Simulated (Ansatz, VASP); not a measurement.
**Te2As: VASP beside Ansatz**

```
Te As
1.0
    -3.35666    3.35666    3.61080
     3.35666   -3.35666    3.61080
     3.35666    3.35666   -3.61080
Te As
4 2
Direct
  0.15572 0.65572 0.81145
  0.65572 0.84428 0.50000
  0.84428 0.34428 0.18855
  0.34428 0.15572 0.50000
  0.75000 0.75000 0.00000
  0.25000 0.25000 0.00000
```

Change from the starting cell: species swapped into the Zr2Ni type (I4/mcm, No. 140).

Alike in both runs: functional PBE; k mesh 3 × 3 × 3; occupations gaussian, width 0.2 eV; no spin polarisation.

Ansatz relaxed the structure, and its values are those at the end. VASP's run is a single point on that final structure, the one shown.

|  | VASP | Ansatz |
| --- | --- | --- |
| version | VASP 6.6.1 | Ansatz 0.2.0 |
| potentials or method | VASP PAW PBE potentials, release 64 (Te, As), cutoff 500 eV | scalar-relativistic, plane waves, PAW |
| valence electrons in the cell | 34 | 94 |

```tsv
	VASP	Ansatz	Ansatz less VASP
gap on the k mesh at the Fermi level (eV)	none	none	-
pressure (GPa)	0.5	0.5	+0.04
rms of the force components (eV/Å)	0.011	0.011	+0.0004
```

A gap of «none» marks a metal or a gap that the smearing closes. VASP's potentials hold 34 valence electrons a cell and Ansatz's 94, so a difference there can come from the potentials and not from the codes.

The k mesh is coarse, so the values compare programs but aren't converged. Spin-orbit coupling is off throughout.
